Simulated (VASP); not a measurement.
# MoS3 (P4/mbm) in VASP: single point with PBE

Aim: the single point of MoS3 with PBE.

All numbers are computed with VASP 6.6.1; they aren't measurements. Logs are shortened: lines on timing, memory, paths and dates and some standing lists are left out, and cuts for length are marked.

## 1. The cell of the first run

The structure is tetragonal, space group P4/mbm (No. 127). Conventional cell: a = 6.141 Å, b = 6.141 Å, c = 4.329 Å, α = 90.00°, β = 90.00°, γ = 90.00°. Within 3.9 Å of Mo (site symmetry mmm) lie 12 S at 2.99 to 3.14 Å. Within 3.9 Å of S (site symmetry m2m) lie 4 Mo at 2.99 to 3.14 Å and 8 S at 3.07 Å. S (site symmetry 4/m) has 8 S at 3.07 Å and 4 Mo at 3.07 Å within 4.0 Å.

The cell was built from a structure type or drawn by symmetry, and may not be a known phase.

## 2. Single point, PBE, collinear spin

INCAR reads:

```
SYSTEM = MoS3
PREC = Accurate ; ENCUT = 520
EDIFF = 1E-6 ; ISMEAR = 0
SIGMA = 0.1 ; LREAL = .FALSE.
LASPH = .TRUE. ; NELM = 150
ALGO = Normal ; ISIF = 2
LWAVE = .FALSE. ; LCHARG = .FALSE.
ISPIN = 2 ; MAGMOM = 1 1 0 0 0 0 0 0
LORBIT = 11 ; LMAXMIX = 4
GGA = PE ; NBANDS = 46
```

KPOINTS reads:

```
Automatic mesh
0
G
  4 4 4
  0 0 0
```

POSCAR reads:

```
MoS3
1.0
    6.1405760500      0.0000000000      0.0000000000
    0.0000000000      6.1405760500      0.0000000000
    0.0000000000      0.0000000000      4.3285850300
Mo S
2 6
Direct
    0.0000000000      0.5000000000      0.5000000000
    0.5000000000      0.0000000000      0.5000000000
    0.7625490000      0.2625490000      0.0000000000
    0.2374510000      0.7374510000      0.0000000000
    0.2625490000      0.2374510000      0.0000000000
    0.7374510000      0.7625490000      0.0000000000
    0.5000000000      0.5000000000      0.5000000000
    0.0000000000      0.0000000000      0.5000000000
```

Potentials or basis: VASP PAW PBE potentials, release 64 (Mo_sv, S).

The run is started by

```
$ cat potpaw_PBE.64/Mo_sv/POTCAR potpaw_PBE.64/S/POTCAR > POTCAR
$ mpirun -np 1 vasp_std > vasp.out
```

OUTCAR:

```text
SYSTEM = MoS3
   PREC = Accurate
   ENCUT = 520
   EDIFF = 1E-6
   ISMEAR = 0
   LREAL = .FALSE.
   LASPH = .TRUE.
   NELM = 150
   ISIF = 2
   ISPIN = 2
   LORBIT = 11
   GGA = PE

 ion  position               nearest neighbor table
   1  0.000  0.500  0.500-   3 2.99   4 2.99   3 2.99   4 2.99   7 3.07   8 3.07   8 3.07   7 3.07

   2  0.500  0.000  0.500-   5 2.99   6 2.99   5 2.99   6 2.99   7 3.07   8 3.07   7 3.07   8 3.07

   3  0.763  0.263  0.000-   1 2.99   1 2.99
   4  0.237  0.737  0.000-   1 2.99   1 2.99
   5  0.263  0.237  0.000-   2 2.99   2 2.99
   6  0.737  0.763  0.000-   2 2.99   2 2.99
   7  0.500  0.500  0.500-   1 3.07   2 3.07   2 3.07   1 3.07
   8  0.000  0.000  0.500-   1 3.07   2 3.07   1 3.07   2 3.07

  LATTYP: Found a simple tetragonal cell.
 ALAT       =     6.1405760500
 C/A-ratio  =     0.7049151407

  Lattice vectors:

 A1 = (   6.1405760500,   0.0000000000,   0.0000000000)
 A2 = (   0.0000000000,   6.1405760500,   0.0000000000)
 A3 = (   0.0000000000,   0.0000000000,   4.3285850300)

Analysis of symmetry for initial positions (statically):
=====================================================================
 Subroutine PRICEL returns:
 Original cell was already a primitive cell.

 Routine SETGRP: Setting up the symmetry group for a
 simple tetragonal supercell.

 Subroutine GETGRP returns: Found 16 space group operations
 (whereof  8 operations were pure point group operations)
 out of a pool of 16 trial point group operations.

The static configuration has the point symmetry C_4h.
 The point group associated with its full space group is D_4h.

Analysis of symmetry for dynamics (positions and initial velocities):
=====================================================================
 Subroutine PRICEL returns:
 Original cell was already a primitive cell.

 Routine SETGRP: Setting up the symmetry group for a
 simple tetragonal supercell.

 Subroutine GETGRP returns: Found 16 space group operations
 (whereof  8 operations were pure point group operations)
 out of a pool of 16 trial point group operations.

The dynamic configuration has the point symmetry C_4h.
 The point group associated with its full space group is D_4h.

Analysis of structural, dynamic, and magnetic symmetry:
=====================================================================
 Subroutine PRICEL returns:
 Original cell was already a primitive cell.

 Routine SETGRP: Setting up the symmetry group for a
 simple tetragonal supercell.

 Subroutine GETGRP returns: Found 16 space group operations
 (whereof  8 operations were pure point group operations)
 out of a pool of 16 trial point group operations.

The overall configuration has the point symmetry C_4h.
 The point group associated with its full space group is D_4h.

 Subroutine INISYM returns: Found 16 space group operations
 (whereof  8 operations are pure point group operations),
 and found     1 'primitive' translations

----------------------------------------------------------------------------------------

                                     Primitive cell

  volume of cell :     163.2165

  direct lattice vectors                    reciprocal lattice vectors
     6.140576050  0.000000000  0.000000000     0.162851171  0.000000000  0.000000000
     0.000000000  6.140576050  0.000000000     0.000000000  0.162851171  0.000000000
     0.000000000  0.000000000  4.328585030     0.000000000  0.000000000  0.231022376

  length of vectors
     6.140576050  6.140576050  4.328585030     0.162851171  0.162851171  0.231022376

  position of ions in fractional coordinates (direct lattice)
     0.000000000  0.500000000  0.500000000
     0.500000000  0.000000000  0.500000000
     0.762549000  0.262549000  0.000000000
     0.237451000  0.737451000  0.000000000
     0.262549000  0.237451000  0.000000000
     0.737451000  0.762549000  0.000000000
     0.500000000  0.500000000  0.500000000
     0.000000000  0.000000000  0.500000000

  ion indices of the primitive-cell ions
   primitive index   ion index
                 1           1
                 2           2
[... 55 lines left out ...]
   total plane-waves  NPLWV =  73728
   dimension x,y,z NGX =    48 NGY =   48 NGZ =   32
   dimension x,y,z NGXF=    96 NGYF=   96 NGZF=   64
   ions per type =               2   6
   NGX,Y,Z   is equivalent  to a cutoff of  13.00, 13.00, 12.29 a.u.
   NGXF,Y,Z  is equivalent  to a cutoff of  25.99, 25.99, 24.58 a.u.
 SYSTEM =  MoS3
   PREC   = accura    normal or accurate (medium, high low for compatibility)
   ISTART =      0    job   : 0-new  1-cont  2-samecut
   ICHARG =      2    charge: 1-file 2-atom 10-const
   ISPIN  =      2    spin polarized calculation?
   LNONCOLLINEAR =      F non collinear calculations
   LSORBIT =      F    spin-orbit coupling
   LASPH  =      T    aspherical Exc in radial PAW
   ENCUT  =  520.0 eV  38.22 Ry    6.18 a.u.  11.42 11.42  8.05*2*pi/ulx,y,z
   NELM   =    150;   NELMIN=  2; NELMDL= -5     # of ELM steps
   EDIFF  = 0.1E-05   stopping-criterion for ELM
   LREAL  =      F    real-space projection
   EDIFFG = 0.1E-04   stopping-criterion for IOM
   NSW    =      0    number of steps for IOM
   IBRION =     -1    ionic relax: 0-MD 1-quasi-New 2-CG
   NFREE  =      0    steps in history (QN), initial steepest desc. (CG)
   ISIF   =      2    stress and relaxation
   ISYM   =      2    0-nonsym 1-usesym 2-fastsym
   POTIM  = 0.5000    time-step for ionic-motion
   TEBEG  =    0.0;   TEEND  =   0.0 temperature during run
   PSTRESS=    0.0 pullay stress
   NELECT =      64.0000    total number of electrons
   NUPDOWN=      -1.0000    fix difference up-down
   EMIN   =  10.00;   EMAX   =-10.00  energy-range for DOS
   EFERMI =   0.00;   METHOD = LEGACY
   ISMEAR =     0;   SIGMA  =   0.10  broadening in eV -4-tet -1-fermi 0-gaus
   EFERMI_NEDOS =   21; number of points for ismear=-14 and -15
   IALGO  =     38    algorithm
   IMIX   =      4    mixing-type and parameters
     AMIX     =   0.40;   BMIX     =  1.00
     AMIX_MAG =   1.60;   BMIX_MAG =  1.00
  volume/ion in A,a.u.               =      20.40       137.68
  Fermi-wavevector in a.u.,A,eV,Ry     =   1.198248  2.264361 19.535226  1.435799
  Thomas-Fermi vector in A             =   2.334142
   LORBIT       =     11    0 simple, 1 ext, 2 COOP (PROOUT), +10 PAW based schemes
   GGA     = PE    functional components
   LHFCALC =     F    Hartree Fock is set to
   AEXX    =    0.0000 exact exchange contribution
   IVDW    =     0    specifies the selected vdW correction
   LEPSILON=     F    determine dielectric tensor
   LRPA    =     F    only Hartree local field effects (RPA)
 spin polarized calculation
 Gauss-broadening in eV      SIGMA  =   0.10
  energy-cutoff  :      520.00
  volume of cell :      163.22
 maximum number of plane-waves:      4440
 NGX is ok and might be reduce to    48
   NGX = 23   NGY = 23   NGZ = 17

 number of electron      63.9999990 magnetization       0.9996769

 number of electron      63.9999989 magnetization      -0.0759557

 Free energy of the ion-electron system (eV)
  ---------------------------------------------------
  ext. energy  EPLUGINS =         0.00000000
  ---------------------------------------------------
  free energy    TOTEN  =       -36.31175303 eV

  energy without entropy =      -36.21958548  energy(sigma->0) =      -36.26566926

 E-fermi :   5.8577     XC(G=0): -10.4425

 val. band max:        5.8574810018   @ k =   0.5000   0.2500   0.0000
 cond. band min:       5.8604796027   @ k =   0.2500   0.2500   0.2500
 fundamental gap:      0.0029986009
 Fermi energy:         5.8577330111

 spin component 1

 k-point     1 :       0.0000    0.0000    0.0000
  band No.  band energies     occupation
      1     -55.6764      1.00000
      2     -55.6761      1.00000
      3     -29.7077      1.00000
      4     -29.7067      1.00000
      5     -29.6962      1.00000
      6     -29.6962      1.00000
[... 835 lines left out ...]
     43      11.0191      0.00000
     44      11.0191      0.00000
 Fermi energy:         5.8577330111

 spin component 2

 k-point     1 :       0.0000    0.0000    0.0000
  band No.  band energies     occupation
      1     -55.6799      1.00000
      2     -55.6796      1.00000
      3     -29.7095      1.00000
      4     -29.7085      1.00000
      5     -29.7038      1.00000
      6     -29.7038      1.00000
[... 835 lines left out ...]
     43      11.0156      0.00000
     44      11.0156      0.00000
 [bands above 44 left out]

------------------------ aborting loop because EDIFF is reached ----------------------------------------

  FORCE on cell =-STRESS in cart. coord.  units (eV):
  Direction    XX          YY          ZZ          XY          YZ          ZX
  --------------------------------------------------------------------------------------
  -------------------------------------------------------------------------------------
  Total      -17.6162388    -17.6162388    -18.4055765      0.0000000      0.0000000      0.0000000
  in kB     -172.9257186   -172.9257186   -180.6740693      0.0000000      0.0000000      0.0000000
  external PRESSURE =    -175.5085022 kB  Pullay stress =       0.0000000 kB

 VOLUME and BASIS-vectors are now :
 -----------------------------------------------------------------------------
  energy-cutoff  :      520.00
  volume of cell :      163.22
      direct lattice vectors                 reciprocal lattice vectors
     6.140576050  0.000000000  0.000000000     0.162851171  0.000000000  0.000000000
     0.000000000  6.140576050  0.000000000     0.000000000  0.162851171  0.000000000
     0.000000000  0.000000000  4.328585030     0.000000000  0.000000000  0.231022376

 POSITION                                       TOTAL-FORCE (eV/Angst)
 -----------------------------------------------------------------------------------
      0.00000      3.07029      2.16429         0.000000      0.000000      0.000000
      3.07029      0.00000      2.16429         0.000000      0.000000      0.000000
      4.68249      1.61220      0.00000         0.377494      0.377494     -0.000000
      1.45809      4.52837      0.00000        -0.377494     -0.377494      0.000000
      1.61220      1.45809      0.00000         0.377494     -0.377494      0.000000
      4.52837      4.68249      0.00000        -0.377494      0.377494     -0.000000
      3.07029      3.07029      2.16429         0.000000      0.000000      0.000000
      0.00000      0.00000      2.16429         0.000000      0.000000      0.000000
 -----------------------------------------------------------------------------------
    total drift:                                0.000000      0.000000     -0.000000

  FREE ENERGIE OF THE ION-ELECTRON SYSTEM (eV)
  ---------------------------------------------------
  free  energy   TOTEN  =       -36.3117530306 eV

  energy  without entropy=      -36.2195854819  energy(sigma->0) =      -36.26566926

 total charge

# of ion       s       p       d       tot
------------------------------------------
    1        2.144   6.017   3.676  11.837
    2        2.144   6.017   3.676  11.837
    3        1.412   2.092   0.000   3.504
    4        1.412   2.092   0.000   3.504
    5        1.412   2.092   0.000   3.504
    6        1.412   2.092   0.000   3.504
    7        1.415   2.083   0.000   3.497
    8        1.415   2.083   0.000   3.497
--------------------------------------------------
tot         12.766  24.568   7.352  44.686

 magnetization (x)

# of ion       s       p       d       tot
------------------------------------------
    1       -0.000  -0.000  -0.005  -0.005
    2       -0.000  -0.000  -0.005  -0.005
    3       -0.000  -0.008   0.000  -0.008
    4       -0.000  -0.008   0.000  -0.008
    5       -0.000  -0.008   0.000  -0.008
    6       -0.000  -0.008   0.000  -0.008
    7       -0.000  -0.005   0.000  -0.005
    8       -0.000  -0.005   0.000  -0.005
--------------------------------------------------
tot         -0.002  -0.042  -0.010  -0.054
```

It took 8.2 min on 1 thread of Intel Xeon Platinum 8488C (Sapphire Rapids), shared host; peak memory 0.41 GiB.

What came out:

| Item | Value |
| --- | --- |
| Free energy | -36.3118 eV |
| Pressure | -17.6 GPa |
| Largest force | 0.534 eV/Å |
| Net moment | -0.08 μB per cell |
| Valence electrons inside the program's atomic spheres | Mo 11.84; S 3.50 |

Forces on the atoms (eV/Å):
```
Mo   0.000  0.000  0.000
Mo   0.000  0.000  0.000
S    0.377  0.377  0.000
S   -0.377 -0.377  0.000
S    0.377 -0.377  0.000
S   -0.377  0.377  0.000
S    0.000  0.000  0.000
S    0.000  0.000  0.000
```

Levels at points of the mesh, in eV from the Fermi level:
Spin up:
| k point | band 28 | band 29 | band 30 | band 31 | band 32 | band 33 | band 34 | band 35 | band 36 | band 37 |
| --- | --- | --- | --- | --- | --- | --- | --- | --- | --- | --- |
| (0.00, 0.00, 0.00) | -1.02 | -0.70 | -0.58 | -0.56 | -0.56 | -0.55 | -0.07 | 0.12 | 0.55 | 0.59 |
| (0.50, 0.00, 0.00) | -1.51 | -0.63 | -0.63 | -0.30 | -0.30 | 0.28 | 0.28 | 0.50 | 0.50 | 0.63 |
| (0.50, 0.50, 0.00) | -1.72 | -0.66 | -0.66 | -0.45 | -0.45 | -0.33 | -0.33 | -0.08 | -0.08 | 1.61 |
| (0.00, 0.00, 0.50) | -0.45 | -0.11 | -0.01 | 0.03 | 0.03 | 0.05 | 0.05 | 0.55 | 0.60 | 0.63 |
| (0.50, 0.00, 0.50) | -0.82 | -0.09 | -0.09 | -0.02 | -0.02 | 0.10 | 0.10 | 0.52 | 0.52 | 0.84 |
| (0.50, 0.50, 0.50) | -2.16 | -0.79 | -0.79 | -0.04 | -0.04 | 0.10 | 0.10 | 0.79 | 0.79 | 1.63 |
Spin down:
```tsv
k point	band 29	band 30	band 31	band 32	band 33	band 34	band 35	band 36
(0.00, 0.00, 0.00)	-0.70	-0.59	-0.56	-0.56	-0.54	-0.06	0.11	0.54
(0.50, 0.00, 0.00)	-0.64	-0.64	-0.31	-0.31	0.27	0.27	0.48	0.48
(0.50, 0.50, 0.00)	-0.67	-0.67	-0.47	-0.47	-0.34	-0.34	-0.08	-0.08
(0.00, 0.00, 0.50)	-0.10	0.00	0.02	0.04	0.04	0.04	0.54	0.59
(0.50, 0.00, 0.50)	-0.09	-0.09	-0.04	-0.04	0.08	0.08	0.51	0.51
(0.50, 0.50, 0.50)	-0.78	-0.78	-0.03	-0.03	0.09	0.09	0.77	0.77
```

Caveat: the k points lie up to 0.36 Å⁻¹ apart.
